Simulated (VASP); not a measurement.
# Nb (Fd-3m) in VASP: notebook

Runs on Nb. Level: PBE. Tasks: single point.

Program: VASP 6.6.1. These are calculated values, not measurements. Logs are shortened: lines on timing, memory, paths and dates and some standing lists are left out, and cuts for length are marked.

**1. The cell of the first run**

It takes space group Fd-3m (No. 227, cubic). The conventional cell has a = 5.912 Å, b = 5.912 Å, c = 5.912 Å, α = 90.00°, β = 90.00°, γ = 90.00°. Nb (site symmetry -43m) has 4 Nb at 2.56 Å within 3.4 Å.

**2. Single point, PBE**

File INCAR:

```
SYSTEM = Nb
ALGO = Fast
EDIFF = 1E-7
ENCUT = 520
GGA = PE
ISIF = 2
ISMEAR = -1
LASPH = .TRUE.
LCHARG = .FALSE.
LREAL = .FALSE.
LWAVE = .FALSE.
NBANDS = 20
NELM = 80
PREC = Accurate
SIGMA = 0.06122561905347299
```

File KPOINTS:

```
k-points
0
G
  16 16 16
  0 0 0
```

File POSCAR:

```
Nb
1.0
    0.0000000000      2.9557762912      2.9557762912
    2.9557762912      0.0000000000      2.9557762912
    2.9557762912      2.9557762912      0.0000000000
Nb
2
Direct
    0.0000000000      0.0000000000      0.0000000000
    0.2500000000      0.2500000000      0.2500000000
```

Potentials or basis: VASP PAW PBE potentials, release 64 (Nb_sv).

Command:

```bash
$ cat potpaw_PBE.64/Nb_sv/POTCAR > POTCAR
$ mpirun -np 1 vasp_std > vasp.out
```

OUTCAR:

```text
SYSTEM = Nb
   EDIFF = 1E-7
   ENCUT = 520
   GGA = PE
   ISIF = 2
   ISMEAR = -1
   LASPH = .TRUE.
   LREAL = .FALSE.
   NELM = 80
   PREC = Accurate

 ion  position               nearest neighbor table
   1  0.000  0.000  0.000-   2 2.56   2 2.56   2 2.56   2 2.56
   2  0.250  0.250  0.250-   1 2.56   1 2.56   1 2.56   1 2.56

  LATTYP: Found a face centered cubic cell.
 ALAT       =     5.9115525824

  Lattice vectors:

 A1 = (   0.0000000000,   2.9557762912,   2.9557762912)
 A2 = (   2.9557762912,   0.0000000000,   2.9557762912)
 A3 = (   2.9557762912,   2.9557762912,   0.0000000000)

Analysis of symmetry for initial positions (statically):
=====================================================================
 Subroutine PRICEL returns:
 Original cell was already a primitive cell.

 Routine SETGRP: Setting up the symmetry group for a
 face centered cubic supercell.

 Subroutine GETGRP returns: Found 48 space group operations
 (whereof 24 operations were pure point group operations)
 out of a pool of 48 trial point group operations.

The static configuration has the point symmetry T_d .
 The point group associated with its full space group is O_h .

Analysis of symmetry for dynamics (positions and initial velocities):
=====================================================================
 Subroutine PRICEL returns:
 Original cell was already a primitive cell.

 Routine SETGRP: Setting up the symmetry group for a
 face centered cubic supercell.

 Subroutine GETGRP returns: Found 48 space group operations
 (whereof 24 operations were pure point group operations)
 out of a pool of 48 trial point group operations.

The dynamic configuration has the point symmetry T_d .
 The point group associated with its full space group is O_h .

 Subroutine INISYM returns: Found 48 space group operations
 (whereof 24 operations are pure point group operations),
 and found     1 'primitive' translations

----------------------------------------------------------------------------------------

                                     Primitive cell

  volume of cell :      51.6470

  direct lattice vectors                    reciprocal lattice vectors
     0.000000000  2.955776291  2.955776291    -0.169160299  0.169160299  0.169160299
     2.955776291  0.000000000  2.955776291     0.169160299 -0.169160299  0.169160299
     2.955776291  2.955776291  0.000000000     0.169160299  0.169160299 -0.169160299

  length of vectors
     4.180098918  4.180098918  4.180098918     0.292994232  0.292994232  0.292994232

  position of ions in fractional coordinates (direct lattice)
[... 8 lines left out ...]
----------------------------------------------------------------------------------------

 KPOINTS: k-points

Automatic generation of k-mesh.
 Grid dimensions read from file:
 generate k-points for:   16   16   16

 Generating k-lattice:

  Cartesian coordinates                     Fractional coordinates (reciprocal lattice)
    -0.010572519  0.010572519  0.010572519     0.062500000  0.000000000  0.000000000
     0.010572519 -0.010572519  0.010572519     0.000000000  0.062500000  0.000000000
     0.010572519  0.010572519 -0.010572519     0.000000000  0.000000000  0.062500000

  Length of vectors
     0.018312139  0.018312139  0.018312139

  Shift w.r.t. Gamma in fractional coordinates (k-lattice)
     0.000000000  0.000000000  0.000000000

 Subroutine IBZKPT returns following result:
 ===========================================

 Found    145 irreducible k-points:

 Following reciprocal coordinates:
            Coordinates               Weight
  0.000000  0.000000  0.000000      1.000000
  0.062500  0.000000  0.000000      8.000000
  0.125000  0.000000  0.000000      8.000000
  0.187500  0.000000  0.000000      8.000000
  0.250000  0.000000  0.000000      8.000000
  0.312500  0.000000  0.000000      8.000000
[... 16 lines left out ...]
 -0.125000  0.062500  0.000000     24.000000
 -0.062500  0.062500  0.000000     12.000000
 [... further k-points ...]
   k-points           NKPTS =    145   k-points in BZ     NKDIM =    145   number of bands    NBANDS=     20
   number of dos      NEDOS =    301   number of ions     NIONS =      2
   total plane-waves  NPLWV =  32768
   dimension x,y,z NGX =    32 NGY =   32 NGZ =   32
   dimension x,y,z NGXF=    64 NGYF=   64 NGZF=   64
   ions per type =               2
   NGX,Y,Z   is equivalent  to a cutoff of  12.73, 12.73, 12.73 a.u.
   NGXF,Y,Z  is equivalent  to a cutoff of  25.45, 25.45, 25.45 a.u.
 SYSTEM =  Nb
   PREC   = accura    normal or accurate (medium, high low for compatibility)
   ISTART =      0    job   : 0-new  1-cont  2-samecut
   ICHARG =      2    charge: 1-file 2-atom 10-const
   ISPIN  =      1    spin polarized calculation?
   LNONCOLLINEAR =      F non collinear calculations
   LSORBIT =      F    spin-orbit coupling
   LASPH  =      T    aspherical Exc in radial PAW
   ENCUT  =  520.0 eV  38.22 Ry    6.18 a.u.   7.77  7.77  7.77*2*pi/ulx,y,z
   NELM   =     80;   NELMIN=  2; NELMDL= -5     # of ELM steps
   EDIFF  = 0.1E-06   stopping-criterion for ELM
   LREAL  =      F    real-space projection
   EDIFFG = 0.1E-05   stopping-criterion for IOM
   NSW    =      0    number of steps for IOM
   IBRION =     -1    ionic relax: 0-MD 1-quasi-New 2-CG
   NFREE  =      0    steps in history (QN), initial steepest desc. (CG)
   ISIF   =      2    stress and relaxation
   ISYM   =      2    0-nonsym 1-usesym 2-fastsym
   POTIM  = 0.5000    time-step for ionic-motion
   TEBEG  =    0.0;   TEEND  =   0.0 temperature during run
   PSTRESS=    0.0 pullay stress
   NELECT =      26.0000    total number of electrons
   NUPDOWN=      -1.0000    fix difference up-down
   EMIN   =  10.00;   EMAX   =-10.00  energy-range for DOS
   EFERMI =   0.00;   METHOD = LEGACY
   ISMEAR =    -1;   SIGMA  =   0.06  broadening in eV -4-tet -1-fermi 0-gaus
   EFERMI_NEDOS =   21; number of points for ismear=-14 and -15
   IALGO  =     68    algorithm
   IMIX   =      4    mixing-type and parameters
     AMIX     =   0.40;   BMIX     =  1.00
     AMIX_MAG =   1.60;   BMIX_MAG =  1.00
  volume/ion in A,a.u.               =      25.82       174.27
  Fermi-wavevector in a.u.,A,eV,Ry     =   1.302320  2.461028 23.075991  1.696037
  Thomas-Fermi vector in A             =   2.433396
   LORBIT       =      0    0 simple, 1 ext, 2 COOP (PROOUT), +10 PAW based schemes
   GGA     = PE    functional components
   LHFCALC =     F    Hartree Fock is set to
   AEXX    =    0.0000 exact exchange contribution
   IVDW    =     0    specifies the selected vdW correction
   LEPSILON=     F    determine dielectric tensor
   LRPA    =     F    only Hartree local field effects (RPA)
 non-spin polarized calculation
 RMM-DIIS sequential band-by-band and
  energy-cutoff  :      520.00
  volume of cell :       51.65
 maximum number of plane-waves:      1411
   NGX = 15   NGY = 15   NGZ = 15

 number of electron      26.0000002 magnetization

 Free energy of the ion-electron system (eV)
  ---------------------------------------------------
  ext. energy  EPLUGINS =         0.00000000
  ---------------------------------------------------
  free energy    TOTEN  =       -15.37504555 eV

  energy without entropy =      -15.33140723  energy(sigma->0) =      -15.35322639

 E-fermi :   6.6994     XC(G=0): -10.3162

 val. band max:        6.6976266900   @ k =   0.4375   0.1250   0.0625
 cond. band min:       6.7003273482   @ k =   0.4375   0.2500   0.0000
 fundamental gap:      0.0027006582
 Fermi energy:         6.6994193591

 k-point     1 :       0.0000    0.0000    0.0000
  band No.  band energies     occupation
      1     -47.8058      2.00000
      2     -47.1263      2.00000
      3     -24.1998      2.00000
      4     -24.1998      2.00000
      5     -24.1998      2.00000
      6     -23.0860      2.00000
[... 12 lines left out ...]
     19      11.9137      0.00000
     20      17.1960      0.00000

 k-point     2 :       0.0625    0.0000    0.0000
  band No.  band energies     occupation
      1     -47.8011      2.00000
      2     -47.1314      2.00000
      3     -24.2055      2.00000
      4     -24.2055      2.00000
      5     -24.1997      2.00000
      6     -23.0862      2.00000
[... 12 lines left out ...]
     19      11.9027      0.00000
     20      16.8606      0.00000

 k-point     3 :       0.1250    0.0000    0.0000
  band No.  band energies     occupation
      1     -47.7873      2.00000
      2     -47.1463      2.00000
      3     -24.2213      2.00000
      4     -24.2213      2.00000
      5     -24.1993      2.00000
      6     -23.0867      2.00000
[... 12 lines left out ...]
     19      11.8673      0.00000
     20      16.4564      0.00000

 k-point     4 :       0.1875    0.0000    0.0000
  band No.  band energies     occupation
      1     -47.7652      2.00000
      2     -47.1697      2.00000
      3     -24.2441      2.00000
      4     -24.2441      2.00000
      5     -24.1991      2.00000
      6     -23.0869      2.00000
[... 12 lines left out ...]
     19      11.8014      0.00000
     20      16.1744      0.00000

 k-point     5 :       0.2500    0.0000    0.0000
  band No.  band energies     occupation
      1     -47.7368      2.00000
      2     -47.1999      2.00000
      3     -24.2698      2.00000
      4     -24.2698      2.00000
      5     -24.1995      2.00000
      6     -23.0864      2.00000
[... 12 lines left out ...]
     19      11.6961      0.00000
     20      15.3669      0.00000

 k-point     6 :       0.3125    0.0000    0.0000
  band No.  band energies     occupation
      1     -47.7048      2.00000
      2     -47.2336      2.00000
      3     -24.2944      2.00000
      4     -24.2944      2.00000
      5     -24.2005      2.00000
      6     -23.0852      2.00000
[... 12 lines left out ...]
     19      11.5440      0.00000
     20      14.0339      0.00000

 k-point     7 :       0.3750    0.0000    0.0000
  band No.  band energies     occupation
      1     -47.6736      2.00000
      2     -47.2663      2.00000
      3     -24.3144      2.00000
      4     -24.3144      2.00000
      5     -24.2019      2.00000
      6     -23.0836      2.00000
[... 12 lines left out ...]
     19      11.3500      0.00000
     20      12.8814      0.00000
[... 277 lines left out ...]
 k-point    20 :      -0.3125    0.0625    0.0000
  band No.  band energies     occupation
      1     -47.6901      2.00000
      2     -47.2491      2.00000
      3     -24.3349      2.00000
      4     -24.2973      2.00000
      5     -24.1713      2.00000
      6     -23.1128      2.00000
[... 12 lines left out ...]
     19      11.7465      0.00000
     20      13.6183      0.00000

 k-point    21 :      -0.2500    0.0625    0.0000
  band No.  band energies     occupation
      1     -47.7224      2.00000
      2     -47.2151      2.00000
      3     -24.3103      2.00000
      4     -24.2724      2.00000
      5     -24.1755      2.00000
      6     -23.1094      2.00000
[... 12 lines left out ...]
     19      11.8917      0.00000
     20      14.8894      0.00000

 k-point    22 :      -0.1875    0.0625    0.0000
  band No.  band energies     occupation
      1     -47.7524      2.00000
      2     -47.1834      2.00000
      3     -24.2813      2.00000
      4     -24.2468      2.00000
      5     -24.1808      2.00000
      6     -23.1049      2.00000
[... 12 lines left out ...]
     19      11.9685      0.00000
     20      16.2249      0.00000

 k-point    23 :      -0.1250    0.0625    0.0000
  band No.  band energies     occupation
      1     -47.7767      2.00000
      2     -47.1575      2.00000
      3     -24.2515      2.00000
      4     -24.2246      2.00000
      5     -24.1869      2.00000
      6     -23.0993      2.00000
[... 12 lines left out ...]
     19      11.9878      0.00000
     20      16.3253      0.00000

 k-point    24 :      -0.0625    0.0625    0.0000
  band No.  band energies     occupation
      1     -47.7933      2.00000
      2     -47.1398      2.00000
      3     -24.2247      2.00000
      4     -24.2099      2.00000
      5     -24.1935      2.00000
      6     -23.0926      2.00000
[... 12 lines left out ...]
     19      11.9621      0.00000
     20      16.5964      0.00000

 [... further k-points ...]

------------------------ aborting loop because EDIFF is reached ----------------------------------------

  FORCE on cell =-STRESS in cart. coord.  units (eV):
  Direction    XX          YY          ZZ          XY          YZ          ZX
  --------------------------------------------------------------------------------------
  -------------------------------------------------------------------------------------
  Total       -0.0481857     -0.0481857     -0.0481857      0.0000000     -0.0000000      0.0000000
  in kB       -1.4948030     -1.4948030     -1.4948030      0.0000000     -0.0000000      0.0000000
  external PRESSURE =      -1.4948030 kB  Pullay stress =       0.0000000 kB

 VOLUME and BASIS-vectors are now :
 -----------------------------------------------------------------------------
  energy-cutoff  :      520.00
  volume of cell :       51.65
      direct lattice vectors                 reciprocal lattice vectors
     0.000000000  2.955776291  2.955776291    -0.169160299  0.169160299  0.169160299
     2.955776291  0.000000000  2.955776291     0.169160299 -0.169160299  0.169160299
     2.955776291  2.955776291  0.000000000     0.169160299  0.169160299 -0.169160299

 POSITION                                       TOTAL-FORCE (eV/Angst)
 -----------------------------------------------------------------------------------
      0.00000      0.00000      0.00000        -0.000000     -0.000000     -0.000000
      1.47789      1.47789      1.47789         0.000000      0.000000      0.000000
 -----------------------------------------------------------------------------------
    total drift:                               -0.000000      0.000000      0.000000

  FREE ENERGIE OF THE ION-ELECTRON SYSTEM (eV)
  ---------------------------------------------------
  free  energy   TOTEN  =       -15.3750455459 eV

  energy  without entropy=      -15.3314072302  energy(sigma->0) =      -15.35322639
```

Run time: 2.3 min. Hardware: 1 thread of Intel Xeon 6975P-C (Granite Rapids), shared host; peak memory 0.26 GiB.

Results:

| Quantity | Value |
| --- | --- |
| Free energy | -15.3750 eV |
| Pressure | -0.1 GPa |
| Band gap on the k mesh | zero (band 13 reaches 7.39 eV, above the bottom of band 14 at 5.95 eV) |

**3. Single point, PBE**

This run uses another cell than the first one, of 24.27 Å³/atom, 0.940 times its volume.

File INCAR:

```
ALGO = Normal
EDIFF = 1E-7
ENCUT = 520
GGA = PE
ISIF = 2
ISMEAR = -1
LASPH = T
LCHARG = F
LREAL = F
LWAVE = F
NBANDS = 20
NELM = 60
PREC = Accurate
SIGMA = 0.06122561905347299
```

File KPOINTS:

```
k-points
0
Gamma
  16 16 16
```

File POSCAR:

```
Nb
1.0
    0.0000000000      2.8954373953      2.8954373953
    2.8954373953      0.0000000000      2.8954373953
    2.8954373953      2.8954373953      0.0000000000
Nb
2
Direct
    0.0000000000      0.0000000000      0.0000000000
    0.2500000000      0.2500000000      0.2500000000
```

Potentials or basis: VASP PAW PBE potentials, release 64 (Nb_sv).

Command:

```bash
$ cat potpaw_PBE.64/Nb_sv/POTCAR > POTCAR
$ mpirun -np 1 vasp_std > vasp.out
```

Wall time 70 s (1 thread of Intel Xeon 6975P-C (Granite Rapids), shared host); peak memory 0.24 GiB.

Results (log left out):

| Property | Result |
| --- | --- |
| Free energy | -15.3327 eV |
| Pressure | 4.6 GPa |
| Band gap on the k mesh | zero (band 13 reaches 8.09 eV, above the bottom of band 14 at 6.51 eV) |

Levels at points of the mesh, in eV from the Fermi level:
| k point | band 10 | band 11 | band 12 | band 13 | band 14 | band 15 | band 16 | band 17 |
| --- | --- | --- | --- | --- | --- | --- | --- | --- |
| (0.00, 0.00, 0.00) | -1.63 | -1.63 | -0.57 | -0.57 | -0.57 | 2.01 | 2.01 | 2.01 |
| (0.50, 0.00, 0.00) | -1.76 | -1.43 | -1.43 | -0.85 | -0.85 | 0.80 | 3.17 | 3.17 |
| (0.50, 0.50, 0.00) | -2.61 | -0.80 | -0.80 | 0.54 | 0.54 | 1.30 | 1.30 | 4.95 |

**4. Single point, PBE**

This run uses another cell than the first one, of 24.79 Å³/atom, 0.960 times its volume.

File INCAR:

```
SYSTEM = Nb
  ALGO = Normal
  EDIFF = 1E-6
  ENCUT = 520
  GGA = PE
  ISIF = 2
  ISMEAR = -1
  LASPH = .True.
  LCHARG = .False.
  LREAL = .False.
  LWAVE = .False.
  NBANDS = 20
  NELM = 100
  PREC = Accurate
  SIGMA = 0.06122561905347299
```

File KPOINTS:

```
k-points
0
Gamma
  16 16 16
  0 0 0
```

File POSCAR:

```
Nb
1.0
    0.0000000000      2.9158284713      2.9158284713
    2.9158284713      0.0000000000      2.9158284713
    2.9158284713      2.9158284713      0.0000000000
Nb
2
Direct
    0.0000000000      0.0000000000      0.0000000000
    0.2500000000      0.2500000000      0.2500000000
```

Command:

```bash
$ cat potpaw_PBE.64/Nb_sv/POTCAR > POTCAR
$ mpirun -np 1 vasp_std > vasp.out
```

Run time: 55 s. Hardware: 1 thread of Intel Xeon 6975P-C (Granite Rapids), shared host; peak memory 0.25 GiB.

Results (log left out):

* Free energy: -15.3572 eV
* Pressure: 2.8 GPa
* Band gap on the k mesh: zero (band 13 reaches 7.85 eV, above the bottom of band 14 at 6.31 eV)

Levels at points of the mesh, in eV from the Fermi level:
```csv
k point,band 9,band 10,band 11,band 12,band 13,band 14,band 15,band 16,band 17,band 18
"(0.00, 0.00, 0.00)",-4.51,-1.56,-1.56,-0.56,-0.56,-0.56,1.97,1.97,1.97,5.44
"(0.50, 0.00, 0.00)",-1.80,-1.69,-1.37,-1.37,-0.82,-0.82,0.74,3.10,3.10,4.54
"(0.50, 0.50, 0.00)",-2.52,-2.52,-0.76,-0.76,0.46,0.46,1.30,1.30,4.85,4.85
```

**5. Summary**

```tsv
cell	gap on the mesh (eV)	pressure (GPa)
a = 4.180 Å, angles 60.0°, 2 atoms	none	-0.1
a = 4.095 Å, angles 60.0°, 2 atoms	none	4.6
a = 4.124 Å, angles 60.0°, 2 atoms	none	2.8
```

Alike in all rows: task single point; level PBE; potentials or basis VASP PAW PBE potentials, release 64 (Nb_sv); no spin polarisation; k mesh 16 × 16 × 16; cutoff (eV) 520; smearing fermi-dirac 0.0612256 eV.

Absolute energies hang on the potentials; compare differences alone.
